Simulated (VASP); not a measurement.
Here is a VASP 6.6.1 calculation.

File INCAR:

```
ALGO = Normal
EDIFF = 1E-6
ENCUT = 520
GGA = PE
ISIF = 2
ISMEAR = 0
LASPH = True
LCHARG = True
LELF = True
LREAL = False
LVHAR = True
LWAVE = False
NBANDS = 16
NELM = 60
PREC = Accurate
SIGMA = 0.01
```

File KPOINTS:

```
k-points
0
Gamma
  9 9 4
```

Contents of POSCAR:

```
AlN
1.0
    3.1066945036      0.0000000000      0.0000000000
   -1.5533472518      2.6904763619      0.0000000000
    0.0000000000      0.0000000000      4.9785885494
Al N
2 2
Direct
    0.3333333333      0.6666666667     -0.0007956041
    0.6666666667      0.3333333333      0.4992043959
    0.3333333333      0.6666666667      0.3807956041
    0.6666666667      0.3333333333      0.8807956041
```

Potentials or basis: VASP PAW PBE potentials, release 64 (Al, N).

The run is started by

```bash
$ cat potpaw_PBE.64/Al/POTCAR potpaw_PBE.64/N/POTCAR > POTCAR
$ mpirun -np 1 vasp_std > vasp.out
```

Estimate the largest force.

0.009 eV/Å.

Estimate the pressure.

4.4 GPa.

What does it give for the band gap on the k mesh?

4.24 eV, direct.

Stress tensor (GPa, compression positive):
```
4.45 0.00 0.00
0.00 4.45 0.00
0.00 0.00 4.30
```
